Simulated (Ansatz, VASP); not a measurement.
Two plane-wave programs on KCl

File INCAR:

```
PREC = Accurate ; ENCUT = 520
EDIFF = 1E-6 ; ISMEAR = 0
SIGMA = 0.05 ; LREAL = F
LASPH = T ; NELM = 60
ALGO = Normal ; ISIF = 2
LWAVE = F ; LCHARG = F
GGA = CA ; NBANDS = 15
```

The input KPOINTS:

```
regular mesh
0
Gamma
  6 6 6
```

The input POSCAR:

```
KCl
1.0
    3.8391960000      0.0000000000      0.0000000000
    0.0000000000      3.6856281600      0.0000000000
    0.0000000000      0.0000000000      3.8391960000
K Cl
1 1
Direct
    0.0000000000      0.0000000000      0.0000000000
    0.5000000000      0.5000000000      0.5000000000
```

Input for Ansatz:

```yaml
crystal:
  lattice:
    - [3.839196, 0.0, 0.0]
    - [0.0, 3.68562816, 0.0]
    - [0.0, 0.0, 3.839196]
  atoms:
    - { symbol: K, position: [0.0, 0.0, 0.0] }
    - { symbol: Cl, position: [0.5, 0.5, 0.5] }
basis:
  ecutwfc: 420
kpoints:
  mp_grid: { grid: [6, 6, 6] }
hamiltonian:
  xc: lda
scf:
  occupations: { method: gaussian, width: 0.05 }
output:
  forces: true
  stress: true
  eigenvalues: true
```

Change from the starting cell: strain -0.0400 x Voigt [0, 1, 0, 0, 0, 0], atoms carried along.

Alike in both runs: task single point; functional LDA; k mesh 6 × 6 × 6; occupations gaussian, width 0.05 eV; no spin polarisation.

```csv
,VASP,Ansatz
version,VASP 6.6.1,Ansatz 0.2.0
potentials or method,"VASP PAW LDA potentials, release 64 (K_sv, Cl), cutoff 520 eV","scalar-relativistic, plane waves, PAW"
valence electrons in the cell,16,16
```

VASP gave:

```
gap on the k mesh at the Fermi level (eV)                     : 4.39
least direct gap on the mesh (eV)                             : 4.58
pressure (GPa)                                                : -2.6
traceless stress, the component that is largest in VASP (GPa) : 1.20
```

Problem. What did Ansatz give for the same quantities?

Solution. gap on the k mesh at the Fermi level (eV): 4.38; least direct gap on the mesh (eV): 4.57; pressure (GPa): -2.6; traceless stress, the component that is largest in VASP (GPa): 1.20.

LDA's correlation is that of Perdew and Zunger in VASP and of Perdew and Wang (1992) in Ansatz.
